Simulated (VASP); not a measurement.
# B3N2 (R-3m) in VASP: a series of runs

The runs below take B3N2 through single point, relaxation of cell and atoms, with PBE.

Everything below comes from runs of VASP 6.6.1. Logs are shortened: lines on timing, memory, paths and dates and some standing lists are left out, and cuts for length are marked.

### 1 The cell of the first run

The structure is trigonal, space group R-3m (No. 166). The conventional cell has a = 2.472 Å, b = 2.472 Å, c = 16.149 Å, α = 90.00°, β = 90.00°, γ = 120.00°. Within 2.3 Å of B (site symmetry -3m) lie 6 N at 1.76 Å. Within 2.3 Å of B (site symmetry 3m) lie 3 N at 1.72 Å and 3 B at 1.99 Å. N (site symmetry 3m) has 6 B at 1.72 to 1.76 Å within 2.3 Å.

### 2 Single point, PBE

Input file INCAR:

```
SYSTEM = B3N2
  ALGO = Normal
  EDIFF = 1E-6
  ENCUT = 520
  GGA = PE
  ISIF = 2
  ISMEAR = 0
  LASPH = .TRUE.
  LCHARG = .FALSE.
  LREAL = .FALSE.
  LWAVE = .FALSE.
  NBANDS = 18
  NELM = 60
  PREC = Accurate
  SIGMA = 0.1
```

Input file KPOINTS:

```
k-points
0
G
  6 6 6
  0 0 0
```

Input file POSCAR:

```
B3N2
1.0
    1.2358473047      0.7135167741      5.3828996286
   -1.2358473047      0.7135167741      5.3828996286
    0.0000000000     -1.4270335481      5.3828996286
B N
3 2
Direct
    0.0000000000      0.0000000000      0.0000000000
    0.2098285052      0.2098285052      0.2098285052
    0.7901714948      0.7901714948      0.7901714948
    0.3975674635      0.3975674635      0.3975674635
    0.6024325365      0.6024325365      0.6024325365
```

Potentials or basis: VASP PAW PBE potentials, release 64 (B, N).

Run with:

```console
$ cat potpaw_PBE.64/B/POTCAR potpaw_PBE.64/N/POTCAR > POTCAR
$ mpirun -np 1 vasp_std > vasp.out
```

OUTCAR:

```text
SYSTEM = B3N2
   EDIFF = 1E-6
   ENCUT = 520
   GGA = PE
   ISIF = 2
   ISMEAR = 0
   LASPH = .TRUE.
   LREAL = .FALSE.
   NELM = 60
   PREC = Accurate

 ion  position               nearest neighbor table
   1  0.000  0.000  0.000-   5 1.76   5 1.76   4 1.76   4 1.76   5 1.76   4 1.76
   2  0.210  0.210  0.210-   5 1.72   5 1.72   5 1.72   3 1.99   3 1.99   3 1.99
   3  0.790  0.790  0.790-   4 1.72   4 1.72   4 1.72   2 1.99   2 1.99   2 1.99
   4  0.398  0.398  0.398-   3 1.72   3 1.72   3 1.72   1 1.76   1 1.76   1 1.76
   5  0.602  0.602  0.602-   2 1.72   2 1.72   2 1.72   1 1.76   1 1.76   1 1.76

  LATTYP: Found a trigonal (rhomboedric) cell.
 ALAT       =     5.5688448676
 COS(alpha) =     0.9015015525

  Lattice vectors:

 A1 = (   1.2358473047,   0.7135167741,   5.3828996286)
 A2 = (  -1.2358473047,   0.7135167741,   5.3828996286)
 A3 = (   0.0000000000,  -1.4270335481,   5.3828996286)

Analysis of symmetry for initial positions (statically):
=====================================================================
 Subroutine PRICEL returns:
 Original cell was already a primitive cell.

 Routine SETGRP: Setting up the symmetry group for a
 trigonal (rhombohedral) supercell.

 Subroutine GETGRP returns: Found 12 space group operations
 (whereof 12 operations were pure point group operations)
 out of a pool of 12 trial point group operations.

The static configuration has the point symmetry D_3d.

Analysis of symmetry for dynamics (positions and initial velocities):
=====================================================================
 Subroutine PRICEL returns:
 Original cell was already a primitive cell.

 Routine SETGRP: Setting up the symmetry group for a
 trigonal (rhombohedral) supercell.

 Subroutine GETGRP returns: Found 12 space group operations
 (whereof 12 operations were pure point group operations)
 out of a pool of 12 trial point group operations.

The dynamic configuration has the point symmetry D_3d.

 Subroutine INISYM returns: Found 12 space group operations
 (whereof 12 operations are pure point group operations),
 and found     1 'primitive' translations

----------------------------------------------------------------------------------------

                                     Primitive cell

  volume of cell :      28.4798

  direct lattice vectors                    reciprocal lattice vectors
     1.235847305  0.713516774  5.382899629     0.404580726  0.233584791  0.061924494
    -1.235847305  0.713516774  5.382899629    -0.404580726  0.233584791  0.061924494
     0.000000000 -1.427033548  5.382899629     0.000000000 -0.467169582  0.061924494

  length of vectors
     5.568844868  5.568844868  5.568844868     0.471255835  0.471255835  0.471255835

  position of ions in fractional coordinates (direct lattice)
     0.000000000  0.000000000  0.000000000
     0.209828505  0.209828505  0.209828505
     0.790171495  0.790171495  0.790171495
     0.397567464  0.397567464  0.397567464
     0.602432536  0.602432536  0.602432536

  ion indices of the primitive-cell ions
   primitive index   ion index
                 1           1
                 2           2
                 3           3
                 4           4
                 5           5

----------------------------------------------------------------------------------------

 KPOINTS: k-points

Automatic generation of k-mesh.
 Grid dimensions read from file:
 generate k-points for:    6    6    6

 Generating k-lattice:

  Cartesian coordinates                     Fractional coordinates (reciprocal lattice)
     0.067430121  0.038930799  0.010320749     0.166666667 -0.000000000  0.000000000
    -0.067430121  0.038930799  0.010320749    -0.000000000  0.166666667  0.000000000
     0.000000000 -0.077861597  0.010320749     0.000000000  0.000000000  0.166666667

  Length of vectors
     0.078542639  0.078542639  0.078542639

  Shift w.r.t. Gamma in fractional coordinates (k-lattice)
     0.000000000  0.000000000  0.000000000

 Subroutine IBZKPT returns following result:
 ===========================================

 Found     32 irreducible k-points:

 Following reciprocal coordinates:
            Coordinates               Weight
  0.000000  0.000000  0.000000      1.000000
  0.166667 -0.000000  0.000000      6.000000
  0.333333 -0.000000  0.000000      6.000000
  0.500000  0.000000  0.000000      3.000000
  0.166667  0.166667  0.000000      6.000000
  0.333333  0.166667  0.000000     12.000000
[... 16 lines left out ...]
  0.500000  0.500000  0.166667      6.000000
 -0.333333  0.500000  0.166667     12.000000
 [... further k-points ...]
   k-points           NKPTS =     32   k-points in BZ     NKDIM =     32   number of bands    NBANDS=     18
   number of dos      NEDOS =    301   number of ions     NIONS =      5
   total plane-waves  NPLWV =  74088
   dimension x,y,z NGX =    42 NGY =   42 NGZ =   42
   dimension x,y,z NGXF=    84 NGYF=   84 NGZF=   84
   ions per type =               3   2
   NGX,Y,Z   is equivalent  to a cutoff of  12.54, 12.54, 12.54 a.u.
   NGXF,Y,Z  is equivalent  to a cutoff of  25.08, 25.08, 25.08 a.u.
 SYSTEM =  B3N2
   PREC   = accura    normal or accurate (medium, high low for compatibility)
   ISTART =      0    job   : 0-new  1-cont  2-samecut
   ICHARG =      2    charge: 1-file 2-atom 10-const
   ISPIN  =      1    spin polarized calculation?
   LNONCOLLINEAR =      F non collinear calculations
   LSORBIT =      F    spin-orbit coupling
   LASPH  =      T    aspherical Exc in radial PAW
   ENCUT  =  520.0 eV  38.22 Ry    6.18 a.u.  10.35 10.35 10.35*2*pi/ulx,y,z
   NELM   =     60;   NELMIN=  2; NELMDL= -5     # of ELM steps
   EDIFF  = 0.1E-05   stopping-criterion for ELM
   LREAL  =      F    real-space projection
   EDIFFG = 0.1E-04   stopping-criterion for IOM
   NSW    =      0    number of steps for IOM
   IBRION =     -1    ionic relax: 0-MD 1-quasi-New 2-CG
   NFREE  =      0    steps in history (QN), initial steepest desc. (CG)
   ISIF   =      2    stress and relaxation
   ISYM   =      2    0-nonsym 1-usesym 2-fastsym
   POTIM  = 0.5000    time-step for ionic-motion
   TEBEG  =    0.0;   TEEND  =   0.0 temperature during run
   PSTRESS=    0.0 pullay stress
   NELECT =      19.0000    total number of electrons
   NUPDOWN=      -1.0000    fix difference up-down
   EMIN   =  10.00;   EMAX   =-10.00  energy-range for DOS
   EFERMI =   0.00;   METHOD = LEGACY
   ISMEAR =     0;   SIGMA  =   0.10  broadening in eV -4-tet -1-fermi 0-gaus
   EFERMI_NEDOS =   21; number of points for ismear=-14 and -15
   IALGO  =     38    algorithm
   IMIX   =      4    mixing-type and parameters
     AMIX     =   0.40;   BMIX     =  1.00
     AMIX_MAG =   1.60;   BMIX_MAG =  1.00
  volume/ion in A,a.u.               =       5.70        38.44
  Fermi-wavevector in a.u.,A,eV,Ry     =   1.430476  2.703207 27.841072  2.046261
  Thomas-Fermi vector in A             =   2.550317
   LORBIT       =      0    0 simple, 1 ext, 2 COOP (PROOUT), +10 PAW based schemes
   GGA     = PE    functional components
   LHFCALC =     F    Hartree Fock is set to
   AEXX    =    0.0000 exact exchange contribution
   IVDW    =     0    specifies the selected vdW correction
   LEPSILON=     F    determine dielectric tensor
   LRPA    =     F    only Hartree local field effects (RPA)
 non-spin polarized calculation
 Gauss-broadening in eV      SIGMA  =   0.10
  energy-cutoff  :      520.00
  volume of cell :       28.48
 maximum number of plane-waves:       780
 NGX is ok and might be reduce to    42
   NGX = 21   NGY = 21   NGZ = 21

 number of electron      19.0000000 magnetization

 Free energy of the ion-electron system (eV)
  ---------------------------------------------------
  ext. energy  EPLUGINS =         0.00000000
  ---------------------------------------------------
  free energy    TOTEN  =       -33.26050086 eV

  energy without entropy =      -33.25851917  energy(sigma->0) =      -33.25951002

 E-fermi :  10.9703     XC(G=0): -13.3461

 val. band max:       10.9587061458   @ k =   0.5000   0.5000   0.0000
 cond. band min:      11.0254263566   @ k =   0.3333   0.3333   0.0000
 fundamental gap:      0.0667202108
 Fermi energy:        10.9703462867

 k-point     1 :       0.0000    0.0000    0.0000
  band No.  band energies     occupation
      1     -12.4675      2.00000
      2      -9.8302      2.00000
      3      -4.2387      2.00000
      4       4.3988      2.00000
      5       4.7319      2.00000
      6       8.2589      2.00000
[... 10 lines left out ...]
     17      21.7673      0.00000
     18      21.7889      0.00000

 k-point     2 :       0.1667   -0.0000    0.0000
  band No.  band energies     occupation
      1     -11.7764      2.00000
      2      -9.1855      2.00000
      3      -3.5206      2.00000
      4       4.1565      2.00000
      5       5.0831      2.00000
      6       5.5462      2.00000
[... 10 lines left out ...]
     17      20.4909      0.00000
     18      21.2431      0.00000

 k-point     3 :       0.3333   -0.0000    0.0000
  band No.  band energies     occupation
      1      -9.7959      2.00000
      2      -7.4051      2.00000
      3      -1.6425      2.00000
      4      -0.0993      2.00000
      5       1.7170      2.00000
      6       5.1582      2.00000
[... 10 lines left out ...]
     17      21.4895      0.00000
     18      22.7395      0.00000

 k-point     4 :       0.5000    0.0000    0.0000
  band No.  band energies     occupation
      1      -7.6949      2.00000
      2      -6.1833      2.00000
      3      -2.5669      2.00000
      4      -2.0084      2.00000
      5       1.4341      2.00000
      6       3.3424      2.00000
[... 10 lines left out ...]
     17      22.3491      0.00000
     18      22.9539      0.00000

 k-point     5 :       0.1667    0.1667    0.0000
  band No.  band energies     occupation
      1     -11.7573      2.00000
      2      -9.2449      2.00000
      3      -3.3744      2.00000
      4       3.6374      2.00000
      5       4.8164      2.00000
      6       5.9674      2.00000
[... 10 lines left out ...]
     17      21.4666      0.00000
     18      21.6529      0.00000

 k-point     6 :       0.3333    0.1667    0.0000
  band No.  band energies     occupation
      1     -10.3950      2.00000
      2      -8.0647      2.00000
      3      -1.8700      2.00000
      4       1.9608      2.00000
      5       2.6706      2.00000
      6       4.1667      2.00000
[... 10 lines left out ...]
     17      21.2659      0.00000
     18      22.4451      0.00000

 k-point     7 :       0.5000    0.1667    0.0000
  band No.  band energies     occupation
      1      -8.0097      2.00000
      2      -6.2328      2.00000
      3      -1.8070      2.00000
      4      -0.5033      2.00000
      5       1.2110      2.00000
      6       2.5117      2.00000
[... 10 lines left out ...]
     17      22.1144      0.00000
     18      22.3612      0.00000

 k-point     8 :      -0.3333    0.1667   -0.0000
  band No.  band energies     occupation
      1      -8.0782      2.00000
      2      -6.0859      2.00000
      3      -1.5959      2.00000
      4      -0.7342      2.00000
      5       0.6194      2.00000
      6       2.5276      2.00000
[... 10 lines left out ...]
     17      21.6672      0.00000
     18      23.1298      0.00000
[... 229 lines left out ...]
     17      22.0111      0.00000
     18      22.0216      0.00000

 k-point    20 :       0.5000    0.3333    0.1667
  band No.  band energies     occupation
      1     -10.2699      2.00000
      2      -8.3749      2.00000
      3      -0.8640      2.00000
      4       1.6317      2.00000
      5       2.6130      2.00000
      6       2.9230      2.00000
[... 10 lines left out ...]
     17      21.2969      0.00000
     18      22.2171      0.00000

 k-point    21 :      -0.3333    0.3333    0.1667
  band No.  band energies     occupation
      1      -7.8849      2.00000
      2      -6.4758      2.00000
      3      -1.8593      2.00000
      4      -0.2899      2.00000
      5       1.8861      2.00000
      6       2.2826      2.00000
[... 10 lines left out ...]
     17      21.6305      0.00000
     18      22.4517      0.00000

 k-point    22 :      -0.1667    0.3333    0.1667
  band No.  band energies     occupation
      1      -8.0441      2.00000
      2      -6.1684      2.00000
      3      -1.4154      2.00000
      4      -0.7579      2.00000
      5       0.4679      2.00000
      6       2.4018      2.00000
[... 10 lines left out ...]
     17      21.0481      0.00000
     18      23.5663      0.00000

 k-point    23 :       0.5000    0.5000    0.1667
  band No.  band energies     occupation
      1      -9.5947      2.00000
      2      -7.8931      2.00000
      3      -0.2955      2.00000
      4       0.2903      2.00000
      5       1.2880      2.00000
      6       2.5096      2.00000
[... 10 lines left out ...]
     17      22.4973      0.00000
     18      22.5847      0.00000

 k-point    24 :      -0.3333    0.5000    0.1667
  band No.  band energies     occupation
      1      -7.8332      2.00000
      2      -6.5697      2.00000
      3      -1.7360      2.00000
      4      -0.3687      2.00000
      5       1.7045      2.00000
      6       2.7573      2.00000
[... 10 lines left out ...]
     17      20.5859      0.00000
     18      22.7921      0.00000

 [... further k-points ...]
[... 5 lines left out ...]
  --------------------------------------------------------------------------------------
  -------------------------------------------------------------------------------------
  Total       -0.0192873     -0.0192873     -0.0180375      0.0000000     -0.0000000     -0.0000000
  in kB       -1.0850410     -1.0850410     -1.0147288      0.0000000     -0.0000000     -0.0000000
  external PRESSURE =      -1.0616036 kB  Pullay stress =       0.0000000 kB

 VOLUME and BASIS-vectors are now :
 -----------------------------------------------------------------------------
  energy-cutoff  :      520.00
  volume of cell :       28.48
      direct lattice vectors                 reciprocal lattice vectors
     1.235847305  0.713516774  5.382899629     0.404580726  0.233584791  0.061924494
    -1.235847305  0.713516774  5.382899629    -0.404580726  0.233584791  0.061924494
     0.000000000 -1.427033548  5.382899629     0.000000000 -0.467169582  0.061924494

 POSITION                                       TOTAL-FORCE (eV/Angst)
 -----------------------------------------------------------------------------------
      0.00000      0.00000      0.00000         0.000000     -0.000000     -0.000000
      0.00000      0.00000      3.38846         0.000000     -0.000000     -0.000240
      0.00000      0.00000     12.76024         0.000000      0.000000      0.000240
      0.00000      0.00000      6.42020         0.000000      0.000000      0.008601
      0.00000      0.00000      9.72850         0.000000     -0.000000     -0.008601
 -----------------------------------------------------------------------------------
    total drift:                                0.000000      0.000000      0.000000

  FREE ENERGIE OF THE ION-ELECTRON SYSTEM (eV)
  ---------------------------------------------------
  free  energy   TOTEN  =       -33.2605008588 eV

  energy  without entropy=      -33.2585191740  energy(sigma->0) =      -33.25951002
```

Wall time 21 s (1 thread of Intel Xeon 6975P-C (Granite Rapids), shared host); peak memory 0.23 GiB.

Results:

- Free energy: -33.2605 eV
- Pressure: -0.1 GPa
- Largest force: 0.009 eV/Å

Forces on the atoms (eV/Å):
```
B    0.000  0.000  0.000
B    0.000  0.000  0.000
B    0.000  0.000  0.000
N    0.000  0.000  0.009
N    0.000  0.000 -0.009
```

Levels at points of the mesh, in eV from the Fermi level:
| k point | band 6 | band 7 | band 8 | band 9 | band 10 | band 11 | band 12 | band 13 |
| --- | --- | --- | --- | --- | --- | --- | --- | --- |
| (0.00, 0.00, 0.00) | -2.71 | -2.71 | -2.54 | -2.54 | 4.81 | 4.81 | 5.60 | 5.60 |
| (0.50, 0.00, 0.00) | -7.63 | -6.38 | -4.80 | -3.89 | -1.21 | 1.54 | 2.60 | 4.89 |
| (0.50, 0.50, 0.00) | -8.17 | -6.67 | -5.51 | -4.17 | -0.01 | 1.39 | 2.34 | 3.40 |
| (0.50, 0.50, 0.50) | -2.63 | -2.61 | -2.61 | -2.57 | 3.96 | 3.96 | 6.25 | 6.69 |

Caveat: the k points lie up to 0.49 Å⁻¹ apart.

(Part 1 of 2 ends here.)
